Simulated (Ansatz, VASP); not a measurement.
**Sn7Se9: VASP beside Ansatz**

Contents of INCAR:

```
PREC     = Accurate       # precision mode
ENCUT    = 400            # plane-wave cutoff, eV
EDIFF    = 1E-6           # SCF threshold, eV
ISMEAR   = -1             # smearing method
SIGMA    = 0.05           # smearing width, eV
LREAL    = False          # projectors in reciprocal space
LASPH    = True           # aspherical terms in the spheres
NELM     = 120            # most SCF steps
ALGO     = Normal         # electronic algorithm
ISIF     = 2              # what is computed and relaxed
LWAVE    = False          # write WAVECAR
LCHARG   = False          # write CHGCAR
GGA      = PS             # functional
NBANDS   = 90             # bands
GGA_COMPAT= False
```

The input KPOINTS:

```
regular mesh
0
Gamma
  2 2 1
```

Contents of POSCAR:

```
Sn7Se9
1.0
    8.5706600000      0.0000000000      0.0000000000
    0.0000000000      8.5706600000      0.0000000000
    0.0000000000      0.0000000000     10.9906900000
Se Sn
9 7
Direct
    0.2500000000      0.0000000000      0.3722300000
    0.2500000000      0.0000000000      0.6160400000
    0.0000000000      0.2500000000      0.3839600000
    0.2500000000      0.5000000000      0.6160400000
    0.0000000000      0.7500000000      0.3839600000
    0.7500000000      0.0000000000      0.6160400000
    0.5000000000      0.2500000000      0.3839600000
    0.7500000000      0.5000000000      0.6160400000
    0.5000000000      0.7500000000      0.3839600000
    0.0000000000      0.2500000000      0.6277700000
    0.2500000000      0.5000000000      0.3722300000
    0.0000000000      0.7500000000      0.6277700000
    0.7500000000      0.0000000000      0.3722300000
    0.5000000000      0.2500000000      0.6277700000
    0.7500000000      0.5000000000      0.3722300000
    0.5000000000      0.7500000000      0.6277700000
```

Input for Ansatz:

```yaml
crystal:
  lattice:
    - [4.28533, 0.0, 0.0]
    - [0.0, 4.28533, 0.0]
    - [0.0, 0.0, 10.99069]
  atoms:
    - { symbol: Sn, position: [0.5, 0.0, 0.37223] }
    - { symbol: Sn, position: [0.0, 0.5, 0.62777] }
    - { symbol: Se, position: [0.5, 0.0, 0.61604] }
    - { symbol: Se, position: [0.0, 0.5, 0.38396] }
  supercell: [2, 2, 1]
  defects:
    - { substitution: { at: 0, symbol: Se } }
basis:
  ecutwfc: 450.0
kpoints:
  mp_grid:
    grid: [2, 2, 1]
hamiltonian:
  xc: pbesol
scf:
  occupations:
    method: fermi_dirac
    width: 0.05
output:
  forces: true
  eigenvalues: true
```

Alike in both runs: task single point; functional PBEsol; k mesh 2 × 2 × 1; occupations fermi-dirac, width 0.05 eV; no spin polarisation.

```csv
,VASP,Ansatz
version,VASP 6.6.1,Ansatz 0.2.0
potentials or method,"VASP PAW PBE potentials, release 64 (Se, Sn_d), cutoff 400 eV","plane waves, PAW"
valence electrons in the cell,152,242
```

Ansatz gave:

| Quantity | Value |
| --- | --- |
| gap on the k mesh at the Fermi level (eV) | none |
| rms of the force components (eV/Å) | 0.256 |

Task: Estimate VASP's values.

Result: gap on the k mesh at the Fermi level (eV): none; rms of the force components (eV/Å): 0.254.

VASP's potentials were made for PBE, not for PBEsol. A gap of «none» marks a metal or a gap that the smearing closes. VASP's potentials hold 152 valence electrons a cell and Ansatz's 242, so a difference there can come from the potentials and not from the codes.

The k mesh is coarse, so the values compare programs but aren't converged.
